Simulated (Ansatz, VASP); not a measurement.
Two plane-wave programs on TiN

POSCAR

```
TiN
1.0
    0.0000000000      2.1190000000      2.1190000000
    2.1190000000      0.0000000000      2.1190000000
    2.1190000000      2.1190000000      0.0000000000
Ti N
1 1
Direct
    0.0000000000      0.0000000000      0.0000000000
    0.5000000000      0.5000000000      0.5000000000
```

File INCAR.step1:

```
SYSTEM = TiN
PREC = Accurate ; ENCUT = 600
ISMEAR = 0 ; SIGMA = 0.1
LREAL = .FALSE. ; LASPH = .TRUE.
NELM = 100 ; GGA = PE
ALGO = Normal ; EDIFF = 1E-4
LWAVE = .TRUE. ; LCHARG = .FALSE.
```

Contents of INCAR.step2:

```
SYSTEM = TiN
PREC = Accurate ; ENCUT = 600
EDIFF = 1E-6 ; ISMEAR = 0
SIGMA = 0.1 ; LREAL = .FALSE.
LASPH = .TRUE. ; NELM = 100
ALGO = Normal ; ISIF = 3
LWAVE = .FALSE. ; LCHARG = .FALSE.
METAGGA = R2SCAN ; LMIXTAU = .TRUE.
IBRION = 2 ; NSW = 100
EDIFFG = -0.005 ; ISTART = 1
```

File KPOINTS:

```
Automatic mesh
0
G
  18 18 18
  0 0 0
```

Input for Ansatz:

```yaml
crystal:
  lattice:
    - [0.0, 2.119, 2.119]
    - [2.119, 0.0, 2.119]
    - [2.119, 2.119, 0.0]
  atoms:
    - { symbol: Ti, position: [0.0, 0.0, 0.0] }
    - { symbol: "N", position: [0.5, 0.5, 0.5] }
basis:
  ecutwfc: 500
kpoints:
  mp_grid: { grid: [18, 18, 18] }
hamiltonian:
  xc: r2scan
scf:
  occupations: { method: gaussian, width: 0.1 }
output:
  forces: true
  stress: true
  eigenvalues: true
relax:
  adjacent_minimum: "off"
  f_tol: 0.005
  max_steps: 80
  cell: { stress_tol: 0.05 }
```

Alike in both runs: task relaxation of cell and atoms; functional r2SCAN; k mesh 18 × 18 × 18; occupations gaussian, width 0.1 eV; no spin polarisation.

|  | VASP | Ansatz |
| --- | --- | --- |
| version | VASP 6.6.1 | Ansatz 0.2.0 |
| potentials or method | VASP PAW PBE potentials, release 64 (Ti_sv, N), cutoff 600 eV | scalar-relativistic, plane waves, PAW |
| valence electrons in the cell | 17 | 17 |

Ansatz gave:

```
gap on the k mesh at the Fermi level, each at its own relaxed structure (eV) : none
relaxed volume (Å³/atom)                                                     : 9.48
relaxed cell length with the largest relative difference (Å)                 : 2.993
```

Q: Estimate VASP's values.

A: gap on the k mesh at the Fermi level, each at its own relaxed structure (eV): none; relaxed volume (Å³/atom): 9.53; relaxed cell length with the largest relative difference (Å): 2.998.

VASP's potentials were made for PBE, not for r2SCAN. A gap of «none» marks a metal or a gap that the smearing closes.
